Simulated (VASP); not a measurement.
# MgSc2C2 (P4/mmm) in VASP: further runs

MgSc2C2 is run at these levels: PBE; tasks: single point, relaxation of cell and atoms.

Everything below comes from runs of VASP 6.6.1. Logs are shortened: lines on timing, memory, paths and dates and some standing lists are left out, and cuts for length are marked.

## Step 1: The cell of the first run

It takes space group P4/mmm (No. 123, tetragonal). The conventional cell has a = 4.307 Å, b = 4.307 Å, c = 4.668 Å, α = 90.00°, β = 90.00°, γ = 90.00°. Mg (site symmetry 4/mmm) has 4 C at 2.15 Å within 2.8 Å. Sc (site symmetry mmm) has 2 C at 2.33 Å and 4 Sc at 3.05 Å within 3.1 Å. Within 2.8 Å of C (site symmetry mmm) lie 2 Mg at 2.15 Å and 2 Sc at 2.33 Å.

## Step 2: Single point, PBE

Contents of INCAR:

```
SYSTEM = MgSc2C2
PREC = Accurate
ENCUT = 520
EDIFF = 1E-6
ISMEAR = 0
SIGMA = 0.1
LREAL = .FALSE.
LASPH = .TRUE.
NELM = 100
ALGO = Normal
ISIF = 2
LWAVE = .FALSE.
LCHARG = .FALSE.
GGA = PE
NBANDS = 24
```

Contents of KPOINTS:

```
Automatic mesh
0
G
  4 4 4
  0 0 0
```

Contents of POSCAR:

```
MgSc2C2
1.0
    4.3072210700      0.0000000000      0.0000000000
    0.0000000000      4.3072210700      0.0000000000
    0.0000000000      0.0000000000      4.6684894800
Mg Sc C
1 2 2
Direct
    0.0000000000      0.0000000000      0.5000000000
    0.0000000000      0.5000000000      0.0000000000
    0.5000000000      0.0000000000      0.0000000000
    0.0000000000      0.5000000000      0.5000000000
    0.5000000000      0.0000000000      0.5000000000
```

Potentials or basis: VASP PAW PBE potentials, release 64 (Mg, Sc_sv, C).

Launch:

```console
$ cat potpaw_PBE.64/Mg/POTCAR potpaw_PBE.64/Sc_sv/POTCAR potpaw_PBE.64/C/POTCAR > POTCAR
$ mpirun -np 1 vasp_std > vasp.out
```

OUTCAR:

```text
SYSTEM = MgSc2C2
   PREC = Accurate
   ENCUT = 520
   EDIFF = 1E-6
   ISMEAR = 0
   LREAL = .FALSE.
   LASPH = .TRUE.
   NELM = 100
   ISIF = 2
   GGA = PE

 ion  position               nearest neighbor table
   1  0.000  0.000  0.500-   4 2.15   5 2.15   4 2.15   5 2.15   2 3.18   3 3.18   2 3.18   2 3.18
                             2 3.18   3 3.18   3 3.18   3 3.18
   2  0.000  0.500  0.000-   4 2.33   4 2.33   3 3.05   3 3.05   3 3.05   3 3.05   1 3.18   1 3.18
                             1 3.18   1 3.18
   3  0.500  0.000  0.000-   5 2.33   5 2.33   2 3.05   2 3.05   2 3.05   2 3.05   1 3.18   1 3.18
                             1 3.18   1 3.18
   4  0.000  0.500  0.500-   1 2.15   1 2.15   2 2.33   2 2.33
   5  0.500  0.000  0.500-   1 2.15   1 2.15   3 2.33   3 2.33

  LATTYP: Found a simple tetragonal cell.
 ALAT       =     4.3072210700
 C/A-ratio  =     1.0838750564

  Lattice vectors:

 A1 = (   4.3072210700,   0.0000000000,   0.0000000000)
 A2 = (   0.0000000000,   4.3072210700,   0.0000000000)
 A3 = (   0.0000000000,   0.0000000000,   4.6684894800)

Analysis of symmetry for initial positions (statically):
=====================================================================
 Subroutine PRICEL returns:
 Original cell was already a primitive cell.

 Routine SETGRP: Setting up the symmetry group for a
 simple tetragonal supercell.

 Subroutine GETGRP returns: Found 16 space group operations
 (whereof 16 operations were pure point group operations)
 out of a pool of 16 trial point group operations.

The static configuration has the point symmetry D_4h.

Analysis of symmetry for dynamics (positions and initial velocities):
=====================================================================
 Subroutine PRICEL returns:
 Original cell was already a primitive cell.

 Routine SETGRP: Setting up the symmetry group for a
 simple tetragonal supercell.

 Subroutine GETGRP returns: Found 16 space group operations
 (whereof 16 operations were pure point group operations)
 out of a pool of 16 trial point group operations.

The dynamic configuration has the point symmetry D_4h.

 Subroutine INISYM returns: Found 16 space group operations
 (whereof 16 operations are pure point group operations),
 and found     1 'primitive' translations

----------------------------------------------------------------------------------------

                                     Primitive cell

  volume of cell :      86.6105

  direct lattice vectors                    reciprocal lattice vectors
     4.307221070  0.000000000  0.000000000     0.232168255  0.000000000  0.000000000
     0.000000000  4.307221070  0.000000000     0.000000000  0.232168255  0.000000000
     0.000000000  0.000000000  4.668489480     0.000000000  0.000000000  0.214202046

  length of vectors
     4.307221070  4.307221070  4.668489480     0.232168255  0.232168255  0.214202046

  position of ions in fractional coordinates (direct lattice)
     0.000000000  0.000000000  0.500000000
     0.000000000  0.500000000  0.000000000
     0.500000000  0.000000000  0.000000000
     0.000000000  0.500000000  0.500000000
     0.500000000  0.000000000  0.500000000

  ion indices of the primitive-cell ions
   primitive index   ion index
                 1           1
                 2           2
                 3           3
                 4           4
                 5           5

----------------------------------------------------------------------------------------

 KPOINTS: Automatic mesh

Automatic generation of k-mesh.
 Grid dimensions read from file:
 generate k-points for:    4    4    4

 Generating k-lattice:

  Cartesian coordinates                     Fractional coordinates (reciprocal lattice)
     0.058042064  0.000000000  0.000000000     0.250000000  0.000000000  0.000000000
     0.000000000  0.058042064  0.000000000     0.000000000  0.250000000  0.000000000
     0.000000000  0.000000000  0.053550512     0.000000000  0.000000000  0.250000000

  Length of vectors
     0.058042064  0.058042064  0.053550512

  Shift w.r.t. Gamma in fractional coordinates (k-lattice)
     0.000000000  0.000000000  0.000000000

 Subroutine IBZKPT returns following result:
 ===========================================

 Found     18 irreducible k-points:

 Following reciprocal coordinates:
            Coordinates               Weight
  0.000000  0.000000  0.000000      1.000000
  0.250000  0.000000  0.000000      4.000000
  0.500000  0.000000  0.000000      2.000000
  0.250000  0.250000  0.000000      4.000000
  0.500000  0.250000  0.000000      4.000000
  0.500000  0.500000  0.000000      1.000000
[... 10 lines left out ...]
  0.500000  0.250000  0.500000      4.000000
  0.500000  0.500000  0.500000      1.000000
   k-points           NKPTS =     18   k-points in BZ     NKDIM =     18   number of bands    NBANDS=     24
   number of dos      NEDOS =    301   number of ions     NIONS =      5
[... 29 lines left out ...]
   EMIN   =  10.00;   EMAX   =-10.00  energy-range for DOS
   EFERMI =   0.00;   METHOD = LEGACY
   ISMEAR =     0;   SIGMA  =   0.10  broadening in eV -4-tet -1-fermi 0-gaus
   EFERMI_NEDOS =   21; number of points for ismear=-14 and -15
   IALGO  =     38    algorithm
   IMIX   =      4    mixing-type and parameters
     AMIX     =   0.40;   BMIX     =  1.00
     AMIX_MAG =   1.60;   BMIX_MAG =  1.00
  volume/ion in A,a.u.               =      17.32       116.90
  Fermi-wavevector in a.u.,A,eV,Ry     =   1.174721  2.219900 18.775611  1.379969
  Thomas-Fermi vector in A             =   2.311113
   LORBIT       =      0    0 simple, 1 ext, 2 COOP (PROOUT), +10 PAW based schemes
   GGA     = PE    functional components
   LHFCALC =     F    Hartree Fock is set to
   AEXX    =    0.0000 exact exchange contribution
   IVDW    =     0    specifies the selected vdW correction
   LEPSILON=     F    determine dielectric tensor
   LRPA    =     F    only Hartree local field effects (RPA)
 non-spin polarized calculation
 Gauss-broadening in eV      SIGMA  =   0.10
  energy-cutoff  :      520.00
  volume of cell :       86.61
 maximum number of plane-waves:      2384
   NGX = 17   NGY = 17   NGZ = 17

 number of electron      32.0000005 magnetization

 Free energy of the ion-electron system (eV)
  ---------------------------------------------------
  ext. energy  EPLUGINS =         0.00000000
  ---------------------------------------------------
  free energy    TOTEN  =       -26.89994471 eV

  energy without entropy =      -26.87033856  energy(sigma->0) =      -26.88514163

 E-fermi :   3.0883     XC(G=0):  -9.8158

 val. band max:        3.0881601190   @ k =   0.2500   0.0000   0.0000
 cond. band min:       3.1001055868   @ k =   0.5000   0.5000   0.0000
 fundamental gap:      0.0119454678
 Fermi energy:         3.0882778609

 k-point     1 :       0.0000    0.0000    0.0000
  band No.  band energies     occupation
      1     -46.2325      2.00000
      2     -46.1415      2.00000
      3     -25.1352      2.00000
      4     -25.1352      2.00000
      5     -24.7836      2.00000
      6     -24.7836      2.00000
[... 16 lines left out ...]
     23       6.2972      0.00000
     24       6.8344      0.00000

 k-point     2 :       0.2500    0.0000    0.0000
  band No.  band energies     occupation
      1     -46.2190      2.00000
      2     -46.1547      2.00000
      3     -25.0925      2.00000
      4     -25.0870      2.00000
      5     -24.8399      2.00000
      6     -24.8340      2.00000
[... 16 lines left out ...]
     23       5.9704      0.00000
     24       6.3896      0.00000

 k-point     3 :       0.5000    0.0000    0.0000
  band No.  band energies     occupation
      1     -46.1868      2.00000
      2     -46.1867      2.00000
      3     -25.0053      2.00000
      4     -24.9946      2.00000
      5     -24.9406      2.00000
      6     -24.9285      2.00000
[... 16 lines left out ...]
     23       5.3853      0.00000
     24       5.3884      0.00000
[... 352 lines left out ...]
 k-point    17 :       0.5000    0.2500    0.5000
  band No.  band energies     occupation
      1     -46.1864      2.00000
      2     -46.1864      2.00000
      3     -25.1524      2.00000
      4     -25.0904      2.00000
      5     -24.8481      2.00000
      6     -24.7794      2.00000
[... 16 lines left out ...]
     23       5.8856      0.00000
     24       6.3531      0.00000

 k-point    18 :       0.5000    0.5000    0.5000
  band No.  band energies     occupation
      1     -46.1861      2.00000
      2     -46.1861      2.00000
      3     -25.2163      2.00000
      4     -25.1558      2.00000
      5     -24.7860      2.00000
      6     -24.7162      2.00000
[... 16 lines left out ...]
     23       5.6407      0.00000
     24       6.1258      0.00000

------------------------ aborting loop because EDIFF is reached ----------------------------------------

  FORCE on cell =-STRESS in cart. coord.  units (eV):
  Direction    XX          YY          ZZ          XY          YZ          ZX
  --------------------------------------------------------------------------------------
  -------------------------------------------------------------------------------------
  Total        3.5525888      3.5525888     -6.5562296      0.0000000     -0.0000000     -0.0000000
  in kB       65.7180726     65.7180726   -121.2813512      0.0000000     -0.0000000     -0.0000000
  external PRESSURE =       3.3849313 kB  Pullay stress =       0.0000000 kB

 VOLUME and BASIS-vectors are now :
 -----------------------------------------------------------------------------
  energy-cutoff  :      520.00
  volume of cell :       86.61
      direct lattice vectors                 reciprocal lattice vectors
     4.307221070  0.000000000  0.000000000     0.232168255  0.000000000  0.000000000
     0.000000000  4.307221070  0.000000000     0.000000000  0.232168255  0.000000000
     0.000000000  0.000000000  4.668489480     0.000000000  0.000000000  0.214202046

 POSITION                                       TOTAL-FORCE (eV/Angst)
 -----------------------------------------------------------------------------------
      0.00000      0.00000      2.33424         0.000000      0.000000      0.000000
      0.00000      2.15361      0.00000         0.000000      0.000000      0.000000
      2.15361      0.00000      0.00000         0.000000      0.000000      0.000000
      0.00000      2.15361      2.33424         0.000000      0.000000      0.000000
      2.15361      0.00000      2.33424         0.000000      0.000000      0.000000
 -----------------------------------------------------------------------------------
    total drift:                                0.000000      0.000000     -0.000000

  FREE ENERGIE OF THE ION-ELECTRON SYSTEM (eV)
  ---------------------------------------------------
  free  energy   TOTEN  =       -26.8999447119 eV

  energy  without entropy=      -26.8703385574  energy(sigma->0) =      -26.88514163
```

It took 26 s on 1 thread of AMD EPYC 9R45 (Zen 5), shared host; peak memory 0.17 GiB.

What came out:

* Free energy: -26.8999 eV
* Pressure: 0.3 GPa
* Band gap on the k mesh: zero (band 16 reaches 3.24 eV, above the bottom of band 17 at 2.54 eV)

Caveat: the k points lie up to 0.36 Å⁻¹ apart.

## Step 3: Single point, PBE

This run uses another cell than the first one, of 18.52 Å³/atom, 1.069 times its volume.

Contents of INCAR:

```
  PREC = Accurate
  ENCUT = 520
  EDIFF = 1E-6
  ISMEAR = 0
  SIGMA = 0.1
  LREAL = False
  LASPH = True
  NELM = 100
  ALGO = Normal
  ISIF = 2
  LWAVE = False
  LCHARG = False
  GGA = PE
  NBANDS = 24
```

Contents of KPOINTS:

```
regular mesh
0
Gamma
  4 4 4
```

Changes to POSCAR since step 2:

```diff
@@ -2,5 +2,5 @@
 1.0
-    4.3072210700      0.0000000000      0.0000000000
-    0.0000000000      4.3072210700      0.0000000000
-    0.0000000000      0.0000000000      4.6684894800
+    4.6019101570      0.0000000000      0.0000000000
+    0.0000000000      4.6019101570      0.0000000000
+    0.0000000000      0.0000000000      4.3720963225
 Mg Sc C
```

Potentials or basis: VASP PAW PBE potentials, release 64 (Mg, Sc_sv, C).

Launch:

```console
$ cat potpaw_PBE.64/Mg/POTCAR potpaw_PBE.64/Sc_sv/POTCAR potpaw_PBE.64/C/POTCAR > POTCAR
$ mpirun -np 1 vasp_std > vasp.out
```

It took 31 s on 1 thread of AMD EPYC 9R45 (Zen 5), shared host; peak memory 0.19 GiB.

Results (log left out):

- Free energy: -27.3341 eV
- Pressure: 0.2 GPa
- Band gap on the k mesh: zero (band 16 reaches 3.05 eV, above the bottom of band 17 at 1.92 eV)

Stress tensor (GPa, compression positive):
```
0.09 0.00 0.00
0.00 0.09 0.00
0.00 0.00 0.44
```

Levels at points of the mesh, in eV from the Fermi level:
```
           k point  band 12  band 13  band 14  band 15  band 16  band 17  band 18  band 19  band 20  band 21
(0.00, 0.00, 0.00)    -1.98    -1.98    -0.90    -0.71     0.34     0.83     1.21     1.21     1.43     1.43
(0.50, 0.00, 0.00)    -1.47    -1.35    -0.41    -0.35    -0.16     0.74     1.58     1.90     1.98     2.02
(0.50, 0.50, 0.00)    -2.36     0.07     0.07     0.12     0.12     0.33     0.81     1.17     2.04     2.26
(0.00, 0.00, 0.50)    -2.62    -2.62    -1.93    -1.25    -0.42     0.19     0.19     0.46     3.38     3.80
(0.50, 0.00, 0.50)    -2.64    -2.37    -1.97    -1.06    -0.91    -0.78    -0.04     1.32     1.46     2.05
(0.50, 0.50, 0.50)    -2.73    -2.52    -2.52    -0.16    -0.08     0.22     0.22     0.88     1.46     2.30
```

## Step 4: Single point, PBE

This run uses another cell than the first one, of 18.56 Å³/atom, 1.072 times its volume.

Contents of INCAR:

```
SYSTEM = MgSc2C2
PREC = Accurate ; ENCUT = 520
EDIFF = 1E-6 ; ISMEAR = 0
SIGMA = 0.1 ; LREAL = .FALSE.
LASPH = .TRUE. ; NELM = 60
ALGO = Normal ; ISIF = 2
LWAVE = .FALSE. ; LCHARG = .FALSE.
GGA = PE ; NBANDS = 24
```

Contents of KPOINTS:

```
Automatic mesh
0
G
  8 8 8
  0 0 0
```

Changes to POSCAR since step 3:

```diff
@@ -2,5 +2,5 @@
 1.0
-    4.6019101570      0.0000000000      0.0000000000
-    0.0000000000      4.6019101570      0.0000000000
-    0.0000000000      0.0000000000      4.3720963225
+    4.6051389474      0.0000000000      0.0000000000
+    0.0000000000      4.6051389474      0.0000000000
+    0.0000000000      0.0000000000      4.3760489824
 Mg Sc C
```

Launch:

```console
$ cat potpaw_PBE.64/Mg/POTCAR potpaw_PBE.64/Sc_sv/POTCAR potpaw_PBE.64/C/POTCAR > POTCAR
$ mpirun -np 1 vasp_std > vasp.out
```

It took 1.9 min on 1 thread of AMD EPYC 9R45 (Zen 5), shared host; peak memory 0.29 GiB.

Results (log left out):

```
Free energy            : -27.3413 eV
Pressure               : 0.1 GPa
Band gap on the k mesh : zero (band 16 reaches 3.03 eV, above the bottom of band 17 at 1.92 eV)
```

Stress tensor (GPa, compression positive):
```
-0.11  0.00  0.00
 0.00 -0.11  0.00
 0.00  0.00  0.45
```

Levels at points of the mesh, in eV from the Fermi level:
| k point | band 14 | band 15 | band 16 | band 17 | band 18 | band 19 |
| --- | --- | --- | --- | --- | --- | --- |
| (0.00, 0.00, 0.00) | -0.88 | -0.67 | 0.37 | 0.86 | 1.23 | 1.23 |
| (0.50, 0.00, 0.00) | -0.38 | -0.32 | -0.13 | 0.77 | 1.61 | 1.92 |
| (0.50, 0.50, 0.00) | 0.10 | 0.14 | 0.14 | 0.36 | 0.83 | 1.20 |
| (0.00, 0.00, 0.50) | -1.90 | -1.22 | -0.39 | 0.22 | 0.22 | 0.49 |
| (0.50, 0.00, 0.50) | -1.94 | -1.03 | -0.87 | -0.74 | -0.01 | 1.34 |
| (0.50, 0.50, 0.50) | -2.49 | -0.13 | -0.05 | 0.25 | 0.25 | 0.90 |

## Step 5: Relaxation of cell and atoms, PBE

Contents of INCAR:

```
SYSTEM = MgSc2C2
PREC = Accurate
ENCUT = 600
EDIFF = 1E-6
ISMEAR = 0
SIGMA = 0.1
LREAL = .False.
LASPH = .True.
NELM = 80
ALGO = Normal
ISIF = 3
LWAVE = .False.
LCHARG = .False.
GGA = PE
IBRION = 2
NSW = 90
EDIFFG = -0.04
```

Contents of KPOINTS:

```
regular mesh
0
Gamma
  4 4 4
  0 0 0
```

Changes to POSCAR since step 4:

```diff
@@ -2,5 +2,5 @@
 1.0
-    4.6051389474      0.0000000000      0.0000000000
-    0.0000000000      4.6051389474      0.0000000000
-    0.0000000000      0.0000000000      4.3760489824
+    4.3072210700      0.0000000000      0.0000000000
+    0.0000000000      4.3072210700      0.0000000000
+    0.0000000000      0.0000000000      4.6684894800
 Mg Sc C
```

Launch:

```console
$ cat potpaw_PBE.64/Mg/POTCAR potpaw_PBE.64/Sc_sv/POTCAR potpaw_PBE.64/C/POTCAR > POTCAR
$ mpirun -np 1 vasp_std > vasp.out
```

It took 91 s on 1 thread of AMD EPYC 9R45 (Zen 5), shared host; peak memory 0.21 GiB.

The run converged. Its results:

| Item | Value |
| --- | --- |
| Free energy | -27.3336 eV |
| Relaxed volume | 18.55 Å³/atom |
| Relaxed cell | a = 4.603 Å, b = 4.603 Å, c = 4.377 Å, α = 90.00°, β = 90.00°, γ = 90.00° |
| Space group after relaxing (to 0.05 Å) | P4/mmm (No. 123) |
| Energy gained by relaxing | 86.5 meV/atom |
| Ionic steps | 6 |
| Pressure after relaxing | 0.0 GPa |
| Band gap on the k mesh | zero (band 16 reaches 3.03 eV, above the bottom of band 17 at 1.92 eV) |

Stress tensor (GPa, compression positive):
```
0.00 0.00 0.00
0.00 0.00 0.00
0.00 0.00 0.10
```

The path:
```
step  energy change (eV)  largest force (eV/Å)  pressure (GPa)  volume (Å³)
   1              0.0000                0.0000            0.32        86.61
   2             -0.3616                0.0000            3.82        86.77
   3             -0.3618                0.0000            4.10        86.76
   4             -0.4314                0.0000           -0.21        92.61
   5             -0.4314                0.0000           -0.22        92.60
   6             -0.4327                0.0000            0.04        92.75
```

Final structure:
```xyz
5
Lattice="4.6034 0.0000 0.0000 0.0000 4.6034 0.0000 0.0000 0.0000 4.3768" Properties=species:S:1:pos:R:3 pbc="T T T"
Mg    4.6034    0.0000    2.1884
Sc    0.0000    2.3017    4.3768
Sc    2.3017    0.0000    0.0000
C     0.0000    2.3017    2.1884
C     2.3017    0.0000    2.1884
```

Levels at points of the mesh, in eV from the Fermi level:
```tsv
k point	band 14	band 15	band 16	band 17	band 18	band 19
(0.00, 0.00, 0.00)	-0.91	-0.71	0.34	0.83	1.21	1.21
(0.50, 0.00, 0.00)	-0.42	-0.35	-0.16	0.74	1.58	1.89
(0.50, 0.50, 0.00)	0.07	0.11	0.11	0.33	0.81	1.17
(0.00, 0.00, 0.50)	-1.93	-1.25	-0.43	0.19	0.19	0.46
(0.50, 0.00, 0.50)	-1.97	-1.05	-0.90	-0.77	-0.04	1.32
(0.50, 0.50, 0.50)	-2.52	-0.17	-0.07	0.22	0.22	0.88
```

Caveat: the k points lie up to 0.36 Å⁻¹ apart in the final cell.

## Step 6: Overview

```csv
task,cell,k mesh,cutoff (eV),gap on the mesh (eV),pressure (GPa)
single point,"a = 4.307, b = 4.307, c = 4.668 Å, 5 atoms",4 × 4 × 4,520,none,0.3
single point,"a = 4.602, b = 4.602, c = 4.372 Å, 5 atoms",4 × 4 × 4,520,none,0.2
single point,"a = 4.605, b = 4.605, c = 4.376 Å, 5 atoms",8 × 8 × 8,520,none,0.1
relaxation of cell and atoms,"relaxed from a = 4.307, b = 4.307, c = 4.668 Å, 5 atoms",4 × 4 × 4,600,none,0.0
```

Alike in all rows: level PBE; potentials or basis VASP PAW PBE potentials, release 64 (Mg, Sc_sv, C); no spin polarisation; smearing gaussian 0.1 eV.

Caveats: some runs use coarse meshes.

Total energies depend on the potentials used, so only differences within one code and one set of settings carry meaning.
